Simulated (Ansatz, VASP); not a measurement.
# Two plane-wave programs on CoO

```
Co O
1.0
     0.00000    2.12453   -2.12453
     0.00000    2.12453    2.12453
     4.24906    0.00000    0.00000
Co O
2 2
Direct
  0.00000 0.00000 0.00000
  0.50000 0.50000 0.50000
  0.00000 0.00000 0.50000
  0.50000 0.50000 0.00000
```

Alike in both runs: task single point; functional PBE; k mesh 10 × 10 × 6; occupations gaussian, width 0.05 eV; collinear spin.

|  | VASP | Ansatz |
| --- | --- | --- |
| version | VASP 6.6.1 | Ansatz 0.2.0 |
| potentials or method | VASP PAW PBE potentials, release 64 (Co, O), cutoff 520 eV | scalar-relativistic, plane waves, PAW |
| valence electrons in the cell | 30 | 46 |

Ansatz gave:

- gap on the k mesh at the Fermi level (eV): none
- pressure (GPa): -0.3
- net moment per atom (μB): 1.46
- size of the moment on the site where the two differ most (μB): 2.49

Problem. Estimate VASP's values.

Solution. gap on the k mesh at the Fermi level (eV): none; pressure (GPa): -0.9; net moment per atom (μB): 1.44; size of the moment on the site where the two differ most (μB): 2.54.

Site moments also hang on the region over which each program counts them. A gap of «none» marks a metal or a gap that the smearing closes. VASP's potentials hold 30 valence electrons a cell and Ansatz's 46, so a difference there can come from the potentials and not from the codes.
